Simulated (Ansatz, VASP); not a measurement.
**One calculation of PbS, two programs**

INCAR

```
SYSTEM = PbS
PREC     = Accurate       ! precision mode
ENCUT    = 520            ! plane-wave cutoff, eV
EDIFF    = 1E-6           ! SCF threshold, eV
ISMEAR   = 0              ! smearing method
SIGMA    = 0.03           ! smearing width, eV
LREAL    = .FALSE.        ! projectors in reciprocal space
LASPH    = .TRUE.         ! aspherical terms in the spheres
NELM     = 60             ! most SCF steps
ALGO     = Normal         ! electronic algorithm
ISIF     = 2              ! what is computed and relaxed
LWAVE    = .FALSE.        ! write WAVECAR
LCHARG   = .FALSE.        ! write CHGCAR
GGA      = PS             ! functional
NBANDS   = 17             ! bands
```

KPOINTS

```
Automatic mesh
0
G
  10 10 10
  0 0 0
```

POSCAR

```
PbS
1.0
    0.0000000000      2.8167500000      2.8167500000
    2.8167500000      0.0000000000      2.8167500000
    2.8167500000      2.8167500000      0.0000000000
Pb S
1 1
Direct
    0.0000000000      0.0000000000      0.0000000000
    0.5000000000      0.5000000000      0.5000000000
```

Input for Ansatz:

```yaml
crystal:
  lattice:
    - [0.0, 2.81675, 2.81675]
    - [2.81675, 0.0, 2.81675]
    - [2.81675, 2.81675, 0.0]
  atoms:
    - { symbol: Pb, position: [0.0, 0.0, 0.0] }
    - { symbol: S, position: [0.5, 0.5, 0.5] }
basis:
  ecutwfc: 420
kpoints:
  mp_grid: { grid: [10, 10, 10] }
hamiltonian:
  xc: pbesol
scf:
  occupations: { method: gaussian, width: 0.03 }
output:
  forces: true
  stress: true
  eigenvalues: true
```

Change from the starting cell: strain -0.050 along x and y, -0.050 along z, atoms carried along.

Alike in both runs: task single point; functional PBEsol; k mesh 10 × 10 × 10; occupations gaussian, width 0.03 eV; no spin polarisation.

```csv
,VASP,Ansatz
version,VASP 6.6.1,Ansatz 0.2.0
potentials or method,"VASP PAW PBE potentials, release 64 (Pb_d, S), cutoff 520 eV","scalar-relativistic, plane waves, PAW"
valence electrons in the cell,20,20
```

|  | VASP | Ansatz | Ansatz less VASP |
| --- | --- | --- | --- |
| gap on the k mesh at the Fermi level (eV) | 0.46 | 0.46 | +0.009 |
| least direct gap on the mesh (eV) | 0.46 | 0.46 | +0.009 |
| pressure (GPa) | 11.2 | 11.2 | +0.04 |

VASP's potentials were made for PBE, not for PBEsol. With one functional, cell and mesh, what is left measures potentials, basis and numerics.

Neither program's run includes spin-orbit coupling.
